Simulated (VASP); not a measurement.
# Tl (P6_3/mmc) in VASP: single point with PBEsol

Aim: the single point of Tl with PBEsol.

All numbers are computed with VASP 6.6.1; they aren't measurements. Logs are shortened: lines on timing, memory, paths and dates and some standing lists are left out, and cuts for length are marked.

## 1. The cell of the first run

Symmetry: P6_3/mmc, No. 194, hexagonal system. The conventional cell has a = 3.462 Å, b = 3.462 Å, c = 5.512 Å, α = 90.00°, β = 90.00°, γ = 120.00°. Tl (site symmetry -6m2) has 12 Tl at 3.40 to 3.46 Å within 4.5 Å.

## 2. Single point, PBEsol

Input file INCAR:

```
SYSTEM = Tl
ALGO = Normal
EDIFF = 1E-6
ENCUT = 520
GGA = PS
ISIF = 2
ISMEAR = 1
LASPH = .TRUE.
LCHARG = .TRUE.
LELF = .TRUE.
LREAL = .FALSE.
LVHAR = .TRUE.
LWAVE = .FALSE.
NBANDS = 20
NELM = 60
PREC = Accurate
SIGMA = 0.1
```

Input file KPOINTS:

```
k-points
0
G
  27 27 15
  0 0 0
```

Input file POSCAR:

```
Tl
1.0
    3.4617901980      0.0000000000      0.0000000000
   -1.7308950990      2.9979982540      0.0000000000
    0.0000000000      0.0000000000      5.5118891270
Tl
2
Direct
    0.0000000000      0.0000000000      0.0000000000
    0.3333333333      0.6666666667      0.5000000000
```

Potentials or basis: VASP PAW PBE potentials, release 64 (Tl_d).

Started as:

```
$ cat potpaw_PBE.64/Tl_d/POTCAR > POTCAR
$ mpirun -np 1 vasp_std > vasp.out
```

OUTCAR:

```text
SYSTEM = Tl
   EDIFF = 1E-6
   ENCUT = 520
   GGA = PS
   ISIF = 2
   ISMEAR = 1
   LASPH = .TRUE.
   LREAL = .FALSE.
   NELM = 60
   PREC = Accurate

 ion  position               nearest neighbor table
   1  0.000  0.000  0.000-   2 3.40   2 3.40   2 3.40   2 3.40   2 3.40   2 3.40
   2  0.333  0.667  0.500-   1 3.40   1 3.40   1 3.40   1 3.40   1 3.40   1 3.40

  LATTYP: Found a hexagonal cell.
 ALAT       =     3.4617901980
 C/A-ratio  =     1.5922077341

  Lattice vectors:

 A1 = (   3.4617901980,   0.0000000000,   0.0000000000)
 A2 = (  -1.7308950990,   2.9979982540,   0.0000000000)
 A3 = (   0.0000000000,   0.0000000000,   5.5118891270)

Analysis of symmetry for initial positions (statically):
=====================================================================
 Subroutine PRICEL returns:
 Original cell was already a primitive cell.

 Routine SETGRP: Setting up the symmetry group for a
 hexagonal supercell.

 Subroutine GETGRP returns: Found 24 space group operations
 (whereof 12 operations were pure point group operations)
 out of a pool of 24 trial point group operations.

The static configuration has the point symmetry D_3h.
 The point group associated with its full space group is D_6h.

Analysis of symmetry for dynamics (positions and initial velocities):
=====================================================================
 Subroutine PRICEL returns:
 Original cell was already a primitive cell.

 Routine SETGRP: Setting up the symmetry group for a
 hexagonal supercell.

 Subroutine GETGRP returns: Found 24 space group operations
 (whereof 12 operations were pure point group operations)
 out of a pool of 24 trial point group operations.

The dynamic configuration has the point symmetry D_3h.
 The point group associated with its full space group is D_6h.

 Subroutine INISYM returns: Found 24 space group operations
 (whereof 12 operations are pure point group operations),
 and found     1 'primitive' translations

----------------------------------------------------------------------------------------

                                     Primitive cell

  volume of cell :      57.2048

  direct lattice vectors                    reciprocal lattice vectors
     3.461790198  0.000000000  0.000000000     0.288867881  0.166777949  0.000000000
    -1.730895099  2.997998254  0.000000000     0.000000000  0.333555898  0.000000000
     0.000000000  0.000000000  5.511889127     0.000000000  0.000000000  0.181426001

  length of vectors
     3.461790198  3.461790198  5.511889127     0.333555898  0.333555898  0.181426001

  position of ions in fractional coordinates (direct lattice)
     0.000000000  0.000000000  0.000000000
     0.333333333  0.666666667  0.500000000

  ion indices of the primitive-cell ions
   primitive index   ion index
                 1           1
                 2           2

----------------------------------------------------------------------------------------

 KPOINTS: k-points

Automatic generation of k-mesh.
 Grid dimensions read from file:
 generate k-points for:   27   27   15

 Generating k-lattice:

  Cartesian coordinates                     Fractional coordinates (reciprocal lattice)
     0.010698810  0.006176961  0.000000000     0.037037037  0.000000000  0.000000000
     0.000000000  0.012353922  0.000000000     0.000000000  0.037037037  0.000000000
     0.000000000  0.000000000  0.012095067     0.000000000  0.000000000  0.066666667

  Length of vectors
     0.012353922  0.012353922  0.012095067

  Shift w.r.t. Gamma in fractional coordinates (k-lattice)
     0.000000000  0.000000000  0.000000000

 Subroutine IBZKPT returns following result:
 ===========================================

 Found    600 irreducible k-points:

 Following reciprocal coordinates:
            Coordinates               Weight
  0.000000  0.000000  0.000000      1.000000
  0.037037 -0.000000  0.000000      6.000000
  0.074074 -0.000000  0.000000      6.000000
  0.111111 -0.000000  0.000000      6.000000
  0.148148 -0.000000  0.000000      6.000000
  0.185185  0.000000  0.000000      6.000000
[... 16 lines left out ...]
  0.333333  0.037037  0.000000     12.000000
  0.370370  0.037037  0.000000     12.000000
 [... further k-points ...]
   k-points           NKPTS =    600   k-points in BZ     NKDIM =    600   number of bands    NBANDS=     20
   number of dos      NEDOS =    301   number of ions     NIONS =      2
   total plane-waves  NPLWV =  32928
   dimension x,y,z NGX =    28 NGY =   28 NGZ =   42
   dimension x,y,z NGXF=    56 NGYF=   56 NGZF=   84
   ions per type =               2
   NGX,Y,Z   is equivalent  to a cutoff of  13.45, 13.45, 12.67 a.u.
   NGXF,Y,Z  is equivalent  to a cutoff of  26.89, 26.89, 25.34 a.u.
 SYSTEM =  Tl
   PREC   = accura    normal or accurate (medium, high low for compatibility)
   ISTART =      0    job   : 0-new  1-cont  2-samecut
   ICHARG =      2    charge: 1-file 2-atom 10-const
   ISPIN  =      1    spin polarized calculation?
   LNONCOLLINEAR =      F non collinear calculations
   LSORBIT =      F    spin-orbit coupling
   LASPH  =      T    aspherical Exc in radial PAW
   ENCUT  =  520.0 eV  38.22 Ry    6.18 a.u.   6.44  6.44 10.25*2*pi/ulx,y,z
   NELM   =     60;   NELMIN=  2; NELMDL= -5     # of ELM steps
   EDIFF  = 0.1E-05   stopping-criterion for ELM
   LREAL  =      F    real-space projection
   EDIFFG = 0.1E-04   stopping-criterion for IOM
   NSW    =      0    number of steps for IOM
   IBRION =     -1    ionic relax: 0-MD 1-quasi-New 2-CG
   NFREE  =      0    steps in history (QN), initial steepest desc. (CG)
   ISIF   =      2    stress and relaxation
   ISYM   =      2    0-nonsym 1-usesym 2-fastsym
   POTIM  = 0.5000    time-step for ionic-motion
   TEBEG  =    0.0;   TEEND  =   0.0 temperature during run
   PSTRESS=    0.0 pullay stress
   NELECT =      26.0000    total number of electrons
   NUPDOWN=      -1.0000    fix difference up-down
   EMIN   =  10.00;   EMAX   =-10.00  energy-range for DOS
   EFERMI =   0.00;   METHOD = LEGACY
   ISMEAR =     1;   SIGMA  =   0.10  broadening in eV -4-tet -1-fermi 0-gaus
   EFERMI_NEDOS =   21; number of points for ismear=-14 and -15
   IALGO  =     38    algorithm
   IMIX   =      4    mixing-type and parameters
     AMIX     =   0.40;   BMIX     =  1.00
     AMIX_MAG =   1.60;   BMIX_MAG =  1.00
  volume/ion in A,a.u.               =      28.60       193.02
  Fermi-wavevector in a.u.,A,eV,Ry     =   1.258699  2.378595 21.556012  1.584322
  Thomas-Fermi vector in A             =   2.392295
   LORBIT       =      0    0 simple, 1 ext, 2 COOP (PROOUT), +10 PAW based schemes
   GGA     = PS    functional components
   LHFCALC =     F    Hartree Fock is set to
   AEXX    =    0.0000 exact exchange contribution
   IVDW    =     0    specifies the selected vdW correction
   LEPSILON=     F    determine dielectric tensor
   LRPA    =     F    only Hartree local field effects (RPA)
 non-spin polarized calculation
 Methfessel and Paxton  Order N= 1 SIGMA  =   0.10
  energy-cutoff  :      520.00
  volume of cell :       57.20
 maximum number of plane-waves:      1567
 NGX is ok and might be reduce to    28
   NGX = 13   NGY = 13   NGZ = 21

 number of electron      26.0000001 magnetization

 Free energy of the ion-electron system (eV)
  ---------------------------------------------------
  ext. energy  EPLUGINS =         0.00000000
  ---------------------------------------------------
  free energy    TOTEN  =        -5.26245441 eV

  energy without entropy =       -5.26242233  energy(sigma->0) =       -5.26244372

 E-fermi :   6.3705     XC(G=0): -10.3653

 val. band max:        6.3568904004   @ k =   0.4074   0.0370   0.2667
 cond. band min:       6.3747712615   @ k =   0.2593   0.1852   0.0000
 fundamental gap:      0.0178808612
 Fermi energy:         6.3704611824

 k-point     1 :       0.0000    0.0000    0.0000
  band No.  band energies     occupation
      1      -5.3645      2.00000
      2      -5.1249      2.00000
      3      -5.1107      2.00000
      4      -5.1107      2.00000
      5      -5.0559      2.00000
      6      -5.0559      2.00000
[... 12 lines left out ...]
     19      17.1422      0.00000
     20      17.3876      0.00000

 k-point     2 :       0.0370   -0.0000    0.0000
  band No.  band energies     occupation
      1      -5.3594      2.00000
      2      -5.1374      2.00000
      3      -5.1047      2.00000
      4      -5.0971      2.00000
      5      -5.0563      2.00000
      6      -5.0503      2.00000
[... 12 lines left out ...]
     19      17.3478      0.00000
     20      17.3820      0.00000

 k-point     3 :       0.0741   -0.0000    0.0000
  band No.  band energies     occupation
      1      -5.3455      2.00000
      2      -5.1545      2.00000
      3      -5.0872      2.00000
      4      -5.0766      2.00000
      5      -5.0572      2.00000
      6      -5.0340      2.00000
[... 12 lines left out ...]
     19      17.3243      0.00000
     20      17.7154      0.00000

 k-point     4 :       0.1111   -0.0000    0.0000
  band No.  band energies     occupation
      1      -5.3279      2.00000
      2      -5.1691      2.00000
      3      -5.0667      2.00000
      4      -5.0588      2.00000
      5      -5.0450      2.00000
      6      -5.0274      2.00000
[... 12 lines left out ...]
     19      17.0661      0.00000
     20      18.1150      0.00000

 k-point     5 :       0.1481   -0.0000    0.0000
  band No.  band energies     occupation
      1      -5.3165      2.00000
      2      -5.1746      2.00000
      3      -5.0717      2.00000
      4      -5.0512      2.00000
      5      -5.0369      2.00000
      6      -5.0211      2.00000
[... 12 lines left out ...]
     19      16.8013      0.00000
     20      18.3701      0.00000

 k-point     6 :       0.1852    0.0000    0.0000
  band No.  band energies     occupation
      1      -5.3210      2.00000
      2      -5.1680      2.00000
      3      -5.0815      2.00000
      4      -5.0755      2.00000
      5      -5.0554      2.00000
      6      -4.9783      2.00000
[... 12 lines left out ...]
     19      16.5992      0.00000
     20      18.0256      0.00000

 k-point     7 :       0.2222   -0.0000    0.0000
  band No.  band energies     occupation
      1      -5.3399      2.00000
      2      -5.1621      2.00000
      3      -5.1173      2.00000
      4      -5.0751      2.00000
      5      -5.0679      2.00000
      6      -4.9369      2.00000
[... 12 lines left out ...]
     19      16.2922      0.00000
     20      17.6243      0.00000
[... 277 lines left out ...]
 k-point    20 :       0.2222    0.0370    0.0000
  band No.  band energies     occupation
      1      -5.3462      2.00000
      2      -5.1673      2.00000
      3      -5.1385      2.00000
      4      -5.0867      2.00000
      5      -5.0574      2.00000
      6      -4.9226      2.00000
[... 12 lines left out ...]
     19      15.8693      0.00000
     20      17.2513      0.00000

 k-point    21 :       0.2593    0.0370    0.0000
  band No.  band energies     occupation
      1      -5.3734      2.00000
      2      -5.1791      2.00000
      3      -5.1760      2.00000
      4      -5.1053      2.00000
      5      -5.0320      2.00000
      6      -4.8788      2.00000
[... 12 lines left out ...]
     19      15.5267      0.00000
     20      16.9189      0.00000

 k-point    22 :       0.2963    0.0370    0.0000
  band No.  band energies     occupation
      1      -5.4008      2.00000
      2      -5.2194      2.00000
      3      -5.1913      2.00000
      4      -5.1225      2.00000
      5      -5.0030      2.00000
      6      -4.8770      2.00000
[... 12 lines left out ...]
     19      15.2072      0.00000
     20      16.6359      0.00000

 k-point    23 :       0.3333    0.0370    0.0000
  band No.  band energies     occupation
      1      -5.4260      2.00000
      2      -5.2566      2.00000
      3      -5.2081      2.00000
      4      -5.1375      2.00000
      5      -4.9760      2.00000
      6      -4.8984      2.00000
[... 12 lines left out ...]
     19      14.9762      0.00000
     20      16.4030      0.00000

 k-point    24 :       0.3704    0.0370    0.0000
  band No.  band energies     occupation
      1      -5.4472      2.00000
      2      -5.2881      2.00000
      3      -5.2235      2.00000
      4      -5.1498      2.00000
      5      -4.9538      2.00000
      6      -4.9152      2.00000
[... 12 lines left out ...]
     19      14.8597      0.00000
     20      16.2209      0.00000

 [... further k-points ...]

------------------------ aborting loop because EDIFF is reached ----------------------------------------

  FORCE on cell =-STRESS in cart. coord.  units (eV):
  Direction    XX          YY          ZZ          XY          YZ          ZX
  --------------------------------------------------------------------------------------
  -------------------------------------------------------------------------------------
  Total       -0.0128670     -0.0128670     -0.0799322      0.0000000      0.0000000      0.0000000
  in kB       -0.3603759     -0.3603759     -2.2387210      0.0000000      0.0000000      0.0000000
  external PRESSURE =      -0.9864909 kB  Pullay stress =       0.0000000 kB

 VOLUME and BASIS-vectors are now :
 -----------------------------------------------------------------------------
  energy-cutoff  :      520.00
  volume of cell :       57.20
      direct lattice vectors                 reciprocal lattice vectors
     3.461790198  0.000000000  0.000000000     0.288867881  0.166777949  0.000000000
    -1.730895099  2.997998254  0.000000000     0.000000000  0.333555898  0.000000000
     0.000000000  0.000000000  5.511889127     0.000000000  0.000000000  0.181426001

 POSITION                                       TOTAL-FORCE (eV/Angst)
 -----------------------------------------------------------------------------------
      0.00000      0.00000      0.00000         0.000000     -0.000000      0.000000
     -0.00000      1.99867      2.75594        -0.000000      0.000000      0.000000
 -----------------------------------------------------------------------------------
    total drift:                                0.000000     -0.000000     -0.000000

  FREE ENERGIE OF THE ION-ELECTRON SYSTEM (eV)
  ---------------------------------------------------
  free  energy   TOTEN  =        -5.2624544131 eV

  energy  without entropy=       -5.2624223326  energy(sigma->0) =       -5.26244372
```

It took 16 min on 1 thread of Intel Xeon 8259CL, shared host; peak memory 0.58 GiB.

What came out:

| Property | Result |
| --- | --- |
| Free energy | -5.2625 eV |
| Pressure | -0.1 GPa |
| Band gap on the k mesh | zero (bands 13 and 14 overlap by 5.17 eV) |

Levels at points of the mesh, in eV from the Fermi level:
```
           k point  band 9  band 10  band 11  band 12  band 13  band 14  band 15  band 16  band 17  band 18
(0.00, 0.00, 0.00)  -11.02   -11.02   -10.06    -5.07    -2.84     7.93     7.93    10.02    10.02    10.24
```

Caveat: the PAW data sets were made with another functional, which shifts forces and pressure a little; spin-orbit coupling is left out, which moves the levels of the heavy elements.
